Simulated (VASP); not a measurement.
# ZnCu2SnS4: single point with PBEsol

Crystal: ZnCu2SnS4.

```
Sn Zn Cu S
1.0
    -2.73509    2.73509    5.46073
     2.73509   -2.73509    5.46073
     2.73509    2.73509   -5.46073
Sn Zn Cu S
1 1 2 4
Cartesian
  0.0000 0.0000 5.4607
  2.7351 0.0000 2.7304
  0.0000 2.7351 2.7304
  0.0000 0.0000 0.0000
  1.4037 1.4015 4.0605
  -1.4015 1.4037 6.8610
  1.3314 1.3336 -1.4002
  4.1366 1.3314 1.4002
```

| Item | Value |
| --- | --- |
| Program | VASP 6.6.1 |
| Task | single point |
| Functional | PBEsol |
| Potentials or basis | VASP PAW PBE potentials, release 64 (Sn_d, Zn, Cu, S) |
| Cutoff | 520 eV |
| k mesh | 7 × 7 × 7 |
| Occupations | fermi-dirac, width 0.05 eV |
| Spin | no spin polarisation |
| Dipole correction | no |
| Further INCAR settings | ALGO = Normal; EDIFF = 1e-07; NBANDS = 46 |

```
Pressure               : -2.9 GPa
Largest force          : 0.553 eV/Å
Band gap on the k mesh : 0.18 eV
```

Forces in eV/Å, atoms in the order of the input:
```
Sn   0.000  0.000  0.000
Zn   0.000  0.000  0.000
Cu   0.000  0.000  0.000
Cu   0.000  0.000  0.000
S    0.121  0.513 -0.168
S   -0.513  0.121  0.168
S   -0.121 -0.513 -0.168
S    0.513 -0.121  0.168
```

Stress tensor (GPa, compression positive):
```
-2.88  0.00  0.00
 0.00 -2.88  0.00
 0.00  0.00 -2.99
```

Levels at points of the mesh, in eV from the valence-band top:
```
           k point  band 33  band 34  band 35  band 36  band 37  band 38  band 39  band 40
(0.00, 0.00, 0.00)    -1.34    -0.08    -0.08     0.00     0.18     1.97     2.81     3.74
```

Wall time 14 min on 1 thread of AMD EPYC 7R43 64-Core Processor (Zen 3) (shared host), peak memory 0.55 GiB.

Caveat: the PAW data sets were made with another functional, which shifts forces and pressure a little; spin-orbit coupling is left out, which moves the levels of the heavy elements.
